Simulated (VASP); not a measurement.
# Ru (P6_3/mmc) in VASP: relaxation of cell and atoms with RPBE

Aim: the relaxation of cell and atoms of Ru with RPBE.

All numbers are computed with VASP 6.6.1; they aren't measurements. Logs are shortened: lines on timing, memory, paths and dates and some standing lists are left out, and cuts for length are marked.

### 1 The cell of the first run

The structure is hexagonal, space group P6_3/mmc (No. 194). The conventional cell has a = 2.706 Å, b = 2.706 Å, c = 4.282 Å, α = 90.00°, β = 90.00°, γ = 120.00°. Ru (site symmetry -6m2) has 12 Ru at 2.65 to 2.71 Å within 3.5 Å.

### 2 Relaxation of cell and atoms, RPBE

INCAR reads:

```
SYSTEM = Ru
PREC = Accurate
ENCUT = 600
EDIFF = 1E-6
ISMEAR = 0
SIGMA = 0.1
LREAL = .FALSE.
LASPH = .TRUE.
NELM = 60
ALGO = Normal
ISIF = 3
LWAVE = .FALSE.
LCHARG = .FALSE.
GGA = RP
IBRION = 2
NSW = 80
EDIFFG = -0.003
```

KPOINTS reads:

```
regular mesh
0
G
  24 24 14
  0 0 0
```

POSCAR reads:

```
Ru
1.0
    2.7060000000      0.0000000000      0.0000000000
    1.3530000000      2.3434647426      0.0000000000
    0.0000000000      0.0000000000      4.2820000000
Ru
2
Direct
    0.0000000000      0.0000000000      0.1000000000
    0.3333333333      0.3333333333      0.6000000000
```

Potentials or basis: VASP PAW PBE potentials, release 64 (Ru_pv).

Command:

```sh
cat potpaw_PBE.64/Ru_pv/POTCAR > POTCAR
mpirun -np 1 vasp_std > vasp.out
```

OUTCAR:

```text
SYSTEM = Ru
   PREC = Accurate
   ENCUT = 600
   EDIFF = 1E-6
   ISMEAR = 0
   LREAL = .FALSE.
   LASPH = .TRUE.
   NELM = 60
   ISIF = 3
   GGA = RP
   IBRION = 2
   NSW = 80
   EDIFFG = -0.003

 ion  position               nearest neighbor table
   1  0.000  0.000  0.100-   2 2.65   2 2.65   2 2.65   2 2.65   2 2.65   2 2.65
   2  0.333  0.333  0.600-   1 2.65   1 2.65   1 2.65   1 2.65   1 2.65   1 2.65

  LATTYP: Found a hexagonal cell.
 ALAT       =     2.7060000000
 C/A-ratio  =     1.5824094605

  Lattice vectors:

 A1 = (  -1.3530000000,  -2.3434647426,   0.0000000000)
 A2 = (   2.7060000000,   0.0000000000,   0.0000000000)
 A3 = (   0.0000000000,   0.0000000000,   4.2820000000)

Analysis of symmetry for initial positions (statically):
=====================================================================
 Subroutine PRICEL returns:
 Original cell was already a primitive cell.

 Routine SETGRP: Setting up the symmetry group for a
 hexagonal supercell.

 Subroutine GETGRP returns: Found 24 space group operations
 (whereof  6 operations were pure point group operations)
 out of a pool of 24 trial point group operations.

The static configuration has the point symmetry C_3v.
 The point group associated with its full space group is D_6h.

Analysis of symmetry for dynamics (positions and initial velocities):
=====================================================================
 Subroutine PRICEL returns:
 Original cell was already a primitive cell.

 Routine SETGRP: Setting up the symmetry group for a
 hexagonal supercell.

 Subroutine GETGRP returns: Found 24 space group operations
 (whereof  6 operations were pure point group operations)
 out of a pool of 24 trial point group operations.

The dynamic configuration has the point symmetry C_3v.
 The point group associated with its full space group is D_6h.

 Subroutine INISYM returns: Found 24 space group operations
 (whereof  6 operations are pure point group operations),
 and found     1 'primitive' translations

----------------------------------------------------------------------------------------

                                     Primitive cell

  volume of cell :      27.1539

  direct lattice vectors                    reciprocal lattice vectors
     2.706000000  0.000000000  0.000000000     0.369549150 -0.213359301  0.000000000
     1.353000000  2.343464743  0.000000000     0.000000000  0.426718603  0.000000000
     0.000000000  0.000000000  4.282000000     0.000000000  0.000000000  0.233535731

  length of vectors
     2.706000000  2.706000000  4.282000000     0.426718603  0.426718603  0.233535731

  position of ions in fractional coordinates (direct lattice)
     0.000000000  0.000000000  0.100000000
     0.333333333  0.333333333  0.600000000

  ion indices of the primitive-cell ions
   primitive index   ion index
                 1           1
                 2           2

----------------------------------------------------------------------------------------

 KPOINTS: regular mesh

Automatic generation of k-mesh.
 Grid dimensions read from file:
 generate k-points for:   24   24   14

 Generating k-lattice:

  Cartesian coordinates                     Fractional coordinates (reciprocal lattice)
     0.015397881 -0.008889971  0.000000000     0.041666667 -0.000000000  0.000000000
     0.000000000  0.017779942  0.000000000     0.000000000  0.041666667  0.000000000
     0.000000000  0.000000000  0.016681124     0.000000000  0.000000000  0.071428571

  Length of vectors
     0.017779942  0.017779942  0.016681124

  Shift w.r.t. Gamma in fractional coordinates (k-lattice)
     0.000000000  0.000000000  0.000000000

 Subroutine IBZKPT returns following result:
 ===========================================

 Found    488 irreducible k-points:

 Following reciprocal coordinates:
            Coordinates               Weight
  0.000000  0.000000  0.000000      1.000000
  0.041667  0.000000  0.000000      6.000000
  0.083333 -0.000000  0.000000      6.000000
  0.125000 -0.000000  0.000000      6.000000
  0.166667  0.000000  0.000000      6.000000
  0.208333  0.000000  0.000000      6.000000
[... 16 lines left out ...]
  0.458333  0.041667  0.000000     12.000000
  0.500000  0.041667  0.000000     12.000000
 [... further k-points ...]
   k-points           NKPTS =    488   k-points in BZ     NKDIM =    488   number of bands    NBANDS=     18
   number of dos      NEDOS =    301   number of ions     NIONS =      2
   total plane-waves  NPLWV =  20736
   dimension x,y,z NGX =    24 NGY =   24 NGZ =   36
   dimension x,y,z NGXF=    48 NGYF=   48 NGZF=   72
   ions per type =               2
   NGX,Y,Z   is equivalent  to a cutoff of  14.74, 14.74, 13.98 a.u.
   NGXF,Y,Z  is equivalent  to a cutoff of  29.49, 29.49, 27.95 a.u.
 SYSTEM =  Ru
   PREC   = accura    normal or accurate (medium, high low for compatibility)
   ISTART =      0    job   : 0-new  1-cont  2-samecut
   ICHARG =      2    charge: 1-file 2-atom 10-const
   ISPIN  =      1    spin polarized calculation?
   LNONCOLLINEAR =      F non collinear calculations
   LSORBIT =      F    spin-orbit coupling
   LASPH  =      T    aspherical Exc in radial PAW
   ENCUT  =  600.0 eV  44.10 Ry    6.64 a.u.   5.40  5.40  8.55*2*pi/ulx,y,z
   NELM   =     60;   NELMIN=  2; NELMDL= -5     # of ELM steps
   EDIFF  = 0.1E-05   stopping-criterion for ELM
   LREAL  =      F    real-space projection
   EDIFFG = -.3E-02   stopping-criterion for IOM
   NSW    =     80    number of steps for IOM
   IBRION =      2    ionic relax: 0-MD 1-quasi-New 2-CG
   NFREE  =      1    steps in history (QN), initial steepest desc. (CG)
   ISIF   =      3    stress and relaxation
   ISYM   =      2    0-nonsym 1-usesym 2-fastsym
   POTIM  = 0.5000    time-step for ionic-motion
   TEBEG  =    0.0;   TEEND  =   0.0 temperature during run
   PSTRESS=    0.0 pullay stress
   NELECT =      28.0000    total number of electrons
   NUPDOWN=      -1.0000    fix difference up-down
   EMIN   =  10.00;   EMAX   =-10.00  energy-range for DOS
   EFERMI =   0.00;   METHOD = LEGACY
   ISMEAR =     0;   SIGMA  =   0.10  broadening in eV -4-tet -1-fermi 0-gaus
   EFERMI_NEDOS =   21; number of points for ismear=-14 and -15
   IALGO  =     38    algorithm
   IMIX   =      4    mixing-type and parameters
     AMIX     =   0.40;   BMIX     =  1.00
     AMIX_MAG =   1.60;   BMIX_MAG =  1.00
  volume/ion in A,a.u.               =      13.58        91.62
  Fermi-wavevector in a.u.,A,eV,Ry     =   1.653928  3.125470 37.218427  2.735477
  Thomas-Fermi vector in A             =   2.742282
   LORBIT       =      0    0 simple, 1 ext, 2 COOP (PROOUT), +10 PAW based schemes
   GGA     = RP    functional components
   LHFCALC =     F    Hartree Fock is set to
   AEXX    =    0.0000 exact exchange contribution
   IVDW    =     0    specifies the selected vdW correction
   LEPSILON=     F    determine dielectric tensor
   LRPA    =     F    only Hartree local field effects (RPA)
 conjugate gradient relaxation of ions
 non-spin polarized calculation
 Gauss-broadening in eV      SIGMA  =   0.10
  energy-cutoff  :      600.00
  volume of cell :       27.15
 maximum number of plane-waves:       935
 NGX is ok and might be reduce to    24
   NGX = 11   NGY = 11   NGZ = 17

--------------------------------------- Ionic step        1  -------------------------------------------

 number of electron      28.0000000 magnetization

 Free energy of the ion-electron system (eV)
  ---------------------------------------------------
  ext. energy  EPLUGINS =         0.00000000
  ---------------------------------------------------
  free energy    TOTEN  =       -17.15638994 eV

  energy without entropy =      -17.14618693  energy(sigma->0) =      -17.15128844

------------------------ aborting loop because EDIFF is reached ----------------------------------------

  FORCE on cell =-STRESS in cart. coord.  units (eV):
  Direction    XX          YY          ZZ          XY          YZ          ZX
  --------------------------------------------------------------------------------------
  -------------------------------------------------------------------------------------
  Total        1.5528217      1.5528217      1.3674957      0.0000000     -0.0000000      0.0000000
  in kB       91.6219017     91.6219017     80.6870209      0.0000000     -0.0000000      0.0000000
  external PRESSURE =      87.9769414 kB  Pullay stress =       0.0000000 kB
[... 89 lines left out ...]
  FREE ENERGIE OF THE ION-ELECTRON SYSTEM (eV)
  ---------------------------------------------------
  free  energy   TOTEN  =       -17.1767956938 eV

  energy  without entropy=      -17.1661879303  energy(sigma->0) =      -17.17149181

[... ionic steps 4 to 10 ...]

--------------------------------------- Ionic step       11  -------------------------------------------

 number of electron      28.0000005 magnetization

------------------------ aborting loop because EDIFF is reached ----------------------------------------

  FORCE on cell =-STRESS in cart. coord.  units (eV):
  Direction    XX          YY          ZZ          XY          YZ          ZX
  --------------------------------------------------------------------------------------
  -------------------------------------------------------------------------------------
  Total        0.0235291      0.0235291     -0.0006152      0.0000000      0.0000000      0.0000000
  in kB        1.3506685      1.3506685     -0.0353172      0.0000000      0.0000000      0.0000000
  external PRESSURE =       0.8886733 kB  Pullay stress =       0.0000000 kB
[... 57 lines left out ...]
  energy  without entropy=      -17.1664061246  energy(sigma->0) =      -17.17168523

--------------------------------------- Ionic step       13  -------------------------------------------

 number of electron      28.0000005 magnetization

 Free energy of the ion-electron system (eV)
  ---------------------------------------------------
  ext. energy  EPLUGINS =         0.00000000
  ---------------------------------------------------
  free energy    TOTEN  =       -17.17697400 eV

  energy without entropy =      -17.16642333  energy(sigma->0) =      -17.17169867

 E-fermi :  12.4242     XC(G=0): -13.8721

 val. band max:       12.4239043071   @ k =   0.3750   0.0417   0.2857
 cond. band min:      12.4251645460   @ k =   0.3750   0.0833   0.0714
 fundamental gap:      0.0012602389
 Fermi energy:        12.4242366684

 k-point     1 :       0.0000    0.0000    0.0000
  band No.  band energies     occupation
      1     -31.1389      2.00000
      2     -30.2915      2.00000
      3     -30.2915      2.00000
      4     -30.1327      2.00000
      5     -30.1327      2.00000
      6     -30.0891      2.00000
[... 10 lines left out ...]
     17      13.5435      0.00000
     18      13.7353      0.00000
[... 466 lines left out ...]
      2     -30.7796      2.00000
      3     -30.6997      2.00000
      4     -30.5058      2.00000
      5     -30.3585      2.00000
      6     -30.2462      2.00000
[... 10 lines left out ...]
     17      16.2173      0.00000
     18      18.5860      0.00000

 [... further k-points ...]
[... 5 lines left out ...]
  --------------------------------------------------------------------------------------
  -------------------------------------------------------------------------------------
  Total        0.0043387      0.0043387     -0.0023742     -0.0000000     -0.0000000      0.0000000
  in kB        0.2489859      0.2489859     -0.1362465     -0.0000000     -0.0000000      0.0000000
  external PRESSURE =       0.1205751 kB  Pullay stress =       0.0000000 kB
[... 17 lines left out ...]
  FREE ENERGIE OF THE ION-ELECTRON SYSTEM (eV)
  ---------------------------------------------------
  free  energy   TOTEN  =       -17.1769740030 eV

  energy  without entropy=      -17.1664233316  energy(sigma->0) =      -17.17169867

 reached required accuracy - stopping structural energy minimisation
```

Run time: 28 min. Hardware: 1 thread of Intel Xeon 8259CL, shared host; peak memory 0.38 GiB.

What came out:

```yaml
Free_energy: -17.1770 eV
Relaxed_volume: 13.96 Å³/atom
Relaxed_cell: a = 2.734 Å, b = 2.734 Å, c = 4.311 Å, α = 90.00°, β = 90.00°, γ = 60.00°
Space_group_after_relaxing_to_0.1_Å: P6_3/mmc (No. 194)
Energy_gained_by_relaxing: 10.3 meV/atom
Ionic_steps: 13
Pressure_after_relaxing: 0.0 GPa
Band_gap_on_the_k_mesh: zero (bands 14 and 15 overlap by 3.02 eV)
```

Step by step:
```csv
step,energy change (eV),largest force (eV/Å),pressure (GPa),volume (Å³)
1,0.0000,0.0000,8.80,27.15
2,0.1258,0.0000,-19.08,30.19
3,-0.0204,0.0000,-0.22,27.94
4,-0.0204,0.0000,-0.09,27.93
5,-0.0204,0.0000,0.07,27.91
6,-0.0205,0.0000,0.10,27.91
7,-0.0206,0.0000,0.09,27.91
8,-0.0206,0.0000,0.09,27.91
9,-0.0205,0.0000,0.07,27.91
10,-0.0206,0.0000,0.09,27.91
11,-0.0206,0.0000,0.09,27.91
12,-0.0206,0.0000,-0.19,27.94
13,-0.0206,0.0000,0.01,27.92
```

Final structure:
```yaml
crystal:
  lattice:
    - [2.73446, 0.00000, 0.00000]
    - [1.36723, 2.36811, 0.00000]
    - [0.00000, 0.00000, 4.31146]
  atoms:
    - { symbol: Ru, position: [0.00000, 0.00000, 0.10000] }
    - { symbol: Ru, position: [0.33333, 0.33333, 0.60000] }
```

Levels at points of the mesh, in eV from the Fermi level:
| k point | band 11 | band 12 | band 13 | band 14 | band 15 | band 16 | band 17 | band 18 |
| --- | --- | --- | --- | --- | --- | --- | --- | --- |
| (0.00, 0.00, 0.00) | -2.29 | -1.84 | -1.84 | -1.37 | -1.37 | 1.12 | 1.12 | 1.31 |
| (0.50, 0.00, 0.00) | -1.98 | -1.76 | -1.45 | 1.32 | 1.72 | 1.82 | 3.90 | 5.92 |
| (0.00, 0.00, 0.50) | -2.67 | -2.67 | -2.60 | -2.60 | 0.51 | 0.51 | 0.51 | 0.51 |
| (0.50, 0.00, 0.50) | -1.03 | -1.03 | 0.42 | 0.42 | 1.57 | 1.57 | 3.29 | 3.29 |

Caveat: the PAW data sets were made with another functional, which shifts forces and pressure a little.
